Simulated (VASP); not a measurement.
# As (P6/mmm) in VASP: notebook

The runs below take As through single point, with PBE.

Program: VASP 6.6.1. These are calculated values, not measurements. Logs are shortened: lines on timing, memory, paths and dates and some standing lists are left out, and cuts for length are marked.

### Step 1. The cell of the first run

The structure is hexagonal, space group P6/mmm (No. 191). Conventional cell: a = 2.393 Å, b = 2.393 Å, c = 2.224 Å, α = 90.00°, β = 90.00°, γ = 120.00°. As (site symmetry 6/mmm) has 8 As at 2.22 to 2.39 Å within 2.9 Å.

### Step 2. Single point, PBE (volume scaled by 0.55)

INCAR

```
SYSTEM = As
PREC = Accurate
ENCUT = 520
EDIFF = 1E-6
ISMEAR = -1
SIGMA = 0.05
LREAL = .FALSE.
LASPH = .TRUE.
NELM = 100
ALGO = Normal
ISIF = 2
LWAVE = .FALSE.
LCHARG = .TRUE.
GGA = PE
LELF = .TRUE.
LVHAR = .TRUE.
NBANDS = 8
```

KPOINTS

```
Automatic mesh
0
G
  15 15 14
  0 0 0
```

POSCAR

```
As
1.0
    2.3930624832      0.0000000000      0.0000000000
   -1.1965312416      2.0724529033      0.0000000000
    0.0000000000      0.0000000000      2.2243687414
As
1
Direct
    0.0000000000      0.0000000000      0.0000000000
```

Potentials or basis: VASP PAW PBE potentials, release 64 (As).

Run with:

```
$ cat potpaw_PBE.64/As/POTCAR > POTCAR
$ mpirun -np 1 vasp_std > vasp.out
```

OUTCAR:

```text
SYSTEM = As
   PREC = Accurate
   ENCUT = 520
   EDIFF = 1E-6
   ISMEAR = -1
   LREAL = .FALSE.
   LASPH = .TRUE.
   NELM = 100
   ISIF = 2
   GGA = PE

 ion  position               nearest neighbor table
   1  0.000  0.000  0.000-

  LATTYP: Found a hexagonal cell.
 ALAT       =     2.3930624832
 C/A-ratio  =     0.9295071721

  Lattice vectors:

 A1 = (   2.3930624832,   0.0000000000,   0.0000000000)
 A2 = (  -1.1965312416,   2.0724529033,   0.0000000000)
 A3 = (   0.0000000000,   0.0000000000,   2.2243687414)

Analysis of symmetry for initial positions (statically):
=====================================================================
 Subroutine PRICEL returns:
 Original cell was already a primitive cell.

 Routine SETGRP: Setting up the symmetry group for a
 hexagonal supercell.

 Subroutine GETGRP returns: Found 24 space group operations
 (whereof 24 operations were pure point group operations)
 out of a pool of 24 trial point group operations.

The static configuration has the point symmetry D_6h.

Analysis of symmetry for dynamics (positions and initial velocities):
=====================================================================
 Subroutine PRICEL returns:
 Original cell was already a primitive cell.

 Routine SETGRP: Setting up the symmetry group for a
 hexagonal supercell.

 Subroutine GETGRP returns: Found 24 space group operations
 (whereof 24 operations were pure point group operations)
 out of a pool of 24 trial point group operations.

The dynamic configuration has the point symmetry D_6h.

 Subroutine INISYM returns: Found 24 space group operations
 (whereof 24 operations are pure point group operations),
 and found     1 'primitive' translations

----------------------------------------------------------------------------------------

                                     Primitive cell

  volume of cell :      11.0318

  direct lattice vectors                    reciprocal lattice vectors
     2.393062483  0.000000000  0.000000000     0.417874588  0.241260006  0.000000000
    -1.196531242  2.072452903  0.000000000     0.000000000  0.482520012  0.000000000
     0.000000000  0.000000000  2.224368741     0.000000000  0.000000000  0.449565749

  length of vectors
     2.393062483  2.393062483  2.224368741     0.482520012  0.482520012  0.449565749

  position of ions in fractional coordinates (direct lattice)
     0.000000000  0.000000000  0.000000000

  ion indices of the primitive-cell ions
   primitive index   ion index
                 1           1

----------------------------------------------------------------------------------------

 KPOINTS: Automatic mesh

Automatic generation of k-mesh.
 Grid dimensions read from file:
 generate k-points for:   15   15   14

 Generating k-lattice:

  Cartesian coordinates                     Fractional coordinates (reciprocal lattice)
     0.027858306  0.016084000  0.000000000     0.066666667  0.000000000  0.000000000
     0.000000000  0.032168001  0.000000000     0.000000000  0.066666667  0.000000000
     0.000000000  0.000000000  0.032111839     0.000000000  0.000000000  0.071428571

  Length of vectors
     0.032168001  0.032168001  0.032111839

  Shift w.r.t. Gamma in fractional coordinates (k-lattice)
     0.000000000  0.000000000  0.000000000

 Subroutine IBZKPT returns following result:
 ===========================================

 Found    216 irreducible k-points:

 Following reciprocal coordinates:
            Coordinates               Weight
  0.000000  0.000000  0.000000      1.000000
  0.066667  0.000000  0.000000      6.000000
  0.133333 -0.000000  0.000000      6.000000
  0.200000  0.000000  0.000000      6.000000
  0.266667 -0.000000  0.000000      6.000000
  0.333333  0.000000  0.000000      6.000000
[... 16 lines left out ...]
  0.333333  0.200000  0.000000     12.000000
  0.400000  0.200000  0.000000      6.000000
 [... further k-points ...]
   k-points           NKPTS =    216   k-points in BZ     NKDIM =    216   number of bands    NBANDS=      8
   number of dos      NEDOS =    301   number of ions     NIONS =      1
   total plane-waves  NPLWV =   5832
   dimension x,y,z NGX =    18 NGY =   18 NGZ =   18
   dimension x,y,z NGXF=    36 NGYF=   36 NGZF=   36
   ions per type =               1
   NGX,Y,Z   is equivalent  to a cutoff of  12.50, 12.50, 13.45 a.u.
   NGXF,Y,Z  is equivalent  to a cutoff of  25.01, 25.01, 26.91 a.u.
 SYSTEM =  As
   PREC   = accura    normal or accurate (medium, high low for compatibility)
   ISTART =      0    job   : 0-new  1-cont  2-samecut
   ICHARG =      2    charge: 1-file 2-atom 10-const
   ISPIN  =      1    spin polarized calculation?
   LNONCOLLINEAR =      F non collinear calculations
   LSORBIT =      F    spin-orbit coupling
   LASPH  =      T    aspherical Exc in radial PAW
   ENCUT  =  520.0 eV  38.22 Ry    6.18 a.u.   4.45  4.45  4.14*2*pi/ulx,y,z
   NELM   =    100;   NELMIN=  2; NELMDL= -5     # of ELM steps
   EDIFF  = 0.1E-05   stopping-criterion for ELM
   LREAL  =      F    real-space projection
   EDIFFG = 0.1E-04   stopping-criterion for IOM
   NSW    =      0    number of steps for IOM
   IBRION =     -1    ionic relax: 0-MD 1-quasi-New 2-CG
   NFREE  =      0    steps in history (QN), initial steepest desc. (CG)
   ISIF   =      2    stress and relaxation
   ISYM   =      2    0-nonsym 1-usesym 2-fastsym
   POTIM  = 0.5000    time-step for ionic-motion
   TEBEG  =    0.0;   TEEND  =   0.0 temperature during run
   PSTRESS=    0.0 pullay stress
   NELECT =       5.0000    total number of electrons
   NUPDOWN=      -1.0000    fix difference up-down
   EMIN   =  10.00;   EMAX   =-10.00  energy-range for DOS
   EFERMI =   0.00;   METHOD = LEGACY
   ISMEAR =    -1;   SIGMA  =   0.05  broadening in eV -4-tet -1-fermi 0-gaus
   EFERMI_NEDOS =   21; number of points for ismear=-14 and -15
   IALGO  =     38    algorithm
   IMIX   =      4    mixing-type and parameters
     AMIX     =   0.40;   BMIX     =  1.00
     AMIX_MAG =   1.60;   BMIX_MAG =  1.00
  volume/ion in A,a.u.               =      11.03        74.45
  Fermi-wavevector in a.u.,A,eV,Ry     =   1.257524  2.376376 21.515804  1.581367
  Thomas-Fermi vector in A             =   2.391179
   LORBIT       =      0    0 simple, 1 ext, 2 COOP (PROOUT), +10 PAW based schemes
   GGA     = PE    functional components
   LHFCALC =     F    Hartree Fock is set to
   AEXX    =    0.0000 exact exchange contribution
   IVDW    =     0    specifies the selected vdW correction
   LEPSILON=     F    determine dielectric tensor
   LRPA    =     F    only Hartree local field effects (RPA)
 non-spin polarized calculation
  energy-cutoff  :      520.00
  volume of cell :       11.03
 maximum number of plane-waves:       318
 NGX is ok and might be reduce to    18

 number of electron       4.9999999 magnetization

 Free energy of the ion-electron system (eV)
  ---------------------------------------------------
  ext. energy  EPLUGINS =         0.00000000
  ---------------------------------------------------
  free energy    TOTEN  =        -1.51904182 eV

  energy without entropy =       -1.51648446  energy(sigma->0) =       -1.51776314

 E-fermi :  15.0199     XC(G=0): -13.2538

 val. band max:       14.9266186702   @ k =   0.1333   0.1333   0.0714
 cond. band min:      15.0267368631   @ k =   0.2000   0.1333   0.0714
 fundamental gap:      0.1001181929
 Fermi energy:        15.0198681383

 k-point     1 :       0.0000    0.0000    0.0000
  band No.  band energies     occupation
      1      -7.3831      2.00000
      2      21.5504      0.00000
      3      24.2203      0.00000
      4      24.2203      0.00000
      5      24.2813      0.00000
      6      29.2699      0.00000
      7      29.2699      0.00000
      8      30.7773      0.00000

 k-point     2 :       0.0667    0.0000    0.0000
  band No.  band energies     occupation
      1      -7.2256      2.00000
      2      21.7139      0.00000
      3      21.9656      0.00000
      4      23.4484      0.00000
      5      25.0766      0.00000
      6      27.8771      0.00000
      7      30.2772      0.00000
      8      33.3979      0.00000

 k-point     3 :       0.1333   -0.0000    0.0000
  band No.  band energies     occupation
      1      -6.7527      2.00000
      2      18.6838      0.00000
      3      21.9880      0.00000
      4      22.2012      0.00000
      5      24.7049      0.00000
      6      27.5161      0.00000
      7      32.4455      0.00000
      8      36.1220      0.00000

 k-point     4 :       0.2000    0.0000    0.0000
  band No.  band energies     occupation
      1      -5.9635      2.00000
      2      15.1706      0.09354
      3      20.5345      0.00000
      4      23.0000      0.00000
      5      23.8562      0.00000
      6      28.0002      0.00000
      7      35.0844      0.00000
      8      38.3405      0.00000

 k-point     5 :       0.2667   -0.0000    0.0000
  band No.  band energies     occupation
      1      -4.8572      2.00000
      2      11.7473      2.00000
      3      19.2839      0.00000
      4      23.0457      0.00000
      5      24.0869      0.00000
      6      28.8536      0.00000
      7      37.9995      0.00000
      8      40.1085      0.00000
[... 177 lines left out ...]
 k-point    22 :       0.2667    0.2000    0.0000
  band No.  band energies     occupation
      1      -1.5517      2.00000
      2       7.8778      2.00000
      3      10.7804      2.00000
      4      27.1067      0.00000
      5      29.6406      0.00000
      6      32.2168      0.00000
      7      35.8858      0.00000
      8      36.9110      0.00000

 k-point    23 :       0.3333    0.2000    0.0000
  band No.  band energies     occupation
      1       0.2859      2.00000
      2       5.2616      2.00000
      3      10.1749      2.00000
      4      28.4922      0.00000
      5      29.9372      0.00000
      6      33.3566      0.00000
      7      34.9846      0.00000
      8      36.7753      0.00000

 k-point    24 :       0.4000    0.2000    0.0000
  band No.  band energies     occupation
      1       1.8103      2.00000
      2       3.4599      2.00000
      3       9.9882      2.00000
      4      29.2226      0.00000
      5      29.9784      0.00000
      6      34.0562      0.00000
      7      34.4441      0.00000
      8      35.7437      0.00000

 [... further k-points ...]
[... 5 lines left out ...]
  --------------------------------------------------------------------------------------
  -------------------------------------------------------------------------------------
  Total       11.8770829     11.8770829     11.9084459      0.0000000     -0.0000000      0.0000000
  in kB     1724.9435158   1724.9435158   1729.4984614      0.0000000     -0.0000000      0.0000000
  external PRESSURE =    1726.4618310 kB  Pullay stress =       0.0000000 kB

 VOLUME and BASIS-vectors are now :
 -----------------------------------------------------------------------------
  energy-cutoff  :      520.00
  volume of cell :       11.03
      direct lattice vectors                 reciprocal lattice vectors
     2.393062483  0.000000000  0.000000000     0.417874588  0.241260006  0.000000000
    -1.196531242  2.072452903  0.000000000     0.000000000  0.482520012  0.000000000
     0.000000000  0.000000000  2.224368741     0.000000000  0.000000000  0.449565749

 POSITION                                       TOTAL-FORCE (eV/Angst)
 -----------------------------------------------------------------------------------
      0.00000      0.00000      0.00000         0.000000      0.000000      0.000000
 -----------------------------------------------------------------------------------
    total drift:                                0.000000      0.000000      0.000000

  FREE ENERGIE OF THE ION-ELECTRON SYSTEM (eV)
  ---------------------------------------------------
  free  energy   TOTEN  =        -1.5190418219 eV

  energy  without entropy=       -1.5164844645  energy(sigma->0) =       -1.51776314
```

Run time: 8.9 s. Hardware: 1 thread of Intel Xeon 6975P-C (Granite Rapids), shared host; peak memory 0.12 GiB.

What came out:

```yaml
Free_energy: -1.5190 eV
Pressure: 172.6 GPa
```

Caveat: the cell differs from its parent crystal (volume scaled by 0.55).

### Step 3. Single point, PBE

This run uses another cell than the first one, of 13.04 Å³/atom, 1.182 times its volume.

INCAR

```
SYSTEM = As
PREC = Accurate ; ENCUT = 520
EDIFF = 1E-7 ; ISMEAR = -1
SIGMA = 0.05 ; LREAL = .False.
LASPH = .True. ; NELM = 100
ALGO = Normal ; ISIF = 2
LWAVE = .False. ; LCHARG = .False.
GGA = PE ; NBANDS = 8
```

KPOINTS

```
Automatic mesh
0
Gamma
  15 15 14
  0 0 0
```

POSCAR

```
As
1.0
    2.5291096512      0.0000000000      0.0000000000
   -1.2645548256      2.1902732069      0.0000000000
    0.0000000000      0.0000000000      2.3535867439
As
1
Direct
    0.0000000000      0.0000000000      0.0000000000
```

Potentials or basis: VASP PAW PBE potentials, release 64 (As).

Run with:

```
$ cat potpaw_PBE.64/As/POTCAR > POTCAR
$ mpirun -np 1 vasp_std > vasp.out
```

Run time: 12 s. Hardware: 1 thread of Intel Xeon 6975P-C (Granite Rapids), shared host; peak memory 0.13 GiB.

It converged, with:

```yaml
Free_energy: -3.0907 eV
Pressure: 87.4 GPa
```

Stress tensor (GPa, compression positive):
```
87.16  0.00  0.00
 0.00 87.16  0.00
 0.00  0.00 87.90
```

Levels at points of the mesh, in eV from the Fermi level:
```tsv
k point	band 1	band 2	band 3	band 4	band 5	band 6
(0.00, 0.00, 0.00)	-19.78	5.85	7.84	7.84	9.03	13.70
(0.00, 0.00, 0.50)	-14.38	-11.09	12.19	12.19	17.59	17.59
```

### Step 4. Single point, PBE

INCAR

```
PREC = Accurate
ENCUT = 520
EDIFF = 1E-7
ISMEAR = -1
SIGMA = 0.05
LREAL = F
LASPH = T
NELM = 60
ALGO = Normal
ISIF = 2
LWAVE = F
LCHARG = F
GGA = PE
NBANDS = 8
```

KPOINTS

```
regular mesh
0
Gamma
  15 15 14
```

POSCAR is that of step 3.

Run with:

```
$ cat potpaw_PBE.64/As/POTCAR > POTCAR
$ mpirun -np 1 vasp_std > vasp.out
```

It took 8.3 s on 1 thread of Intel Xeon 6975P-C (Granite Rapids), shared host; peak memory 0.13 GiB.

Results (log left out):

| Item | Value |
| --- | --- |
| Free energy | -3.0907 eV |
| Pressure | 87.4 GPa |

Stress tensor (GPa, compression positive):
```
87.16  0.00  0.00
 0.00 87.16  0.00
 0.00  0.00 87.90
```

Levels at points of the mesh, in eV from the Fermi level:
```tsv
k point	band 1	band 2	band 3	band 4	band 5
(0.00, 0.00, 0.00)	-19.78	5.85	7.84	7.84	9.03
(0.00, 0.00, 0.50)	-14.38	-11.09	12.19	12.19	17.59
```
